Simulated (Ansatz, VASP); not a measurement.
## One calculation of Nb3WC4, two programs

```
Nb W C
1.0
     4.46452    0.00000    0.00000
     0.00000    4.46452    0.00000
     0.00000    0.00000    4.46452
Nb W C
3 1 4
Direct
  0.50000 0.00000 0.00000
  0.00000 0.50000 0.00000
  0.00000 0.00000 0.50000
  0.50000 0.50000 0.50000
  0.00000 0.50000 0.50000
  0.50000 0.00000 0.50000
  0.50000 0.50000 0.00000
  0.00000 0.00000 0.00000
```

Alike in both runs: functional PBE; k mesh 3 × 3 × 3; occupations gaussian, width 0.2 eV; no spin polarisation.

Ansatz relaxed the structure, and its values are those at the end. VASP's run is a single point on that final structure, the one shown.

|  | VASP | Ansatz |
| --- | --- | --- |
| version | VASP 6.6.1 | Ansatz 0.2.0 |
| potentials or method | VASP PAW PBE potentials, release 64 (Nb_sv, W_sv, C), cutoff 600 eV | scalar-relativistic, plane waves, PAW |
| valence electrons in the cell | 69 | 69 |

```tsv
	VASP	Ansatz	Ansatz less VASP
gap on the k mesh at the Fermi level (eV)	none	none	-
pressure (GPa)	-1.1	-0.8	+0.26
```

A gap of «none» marks a metal or a gap that the smearing closes. With one functional, cell and mesh, what is left measures potentials, basis and numerics.

The k mesh is coarse, so the values compare programs but aren't converged. Neither program's run includes spin-orbit coupling.
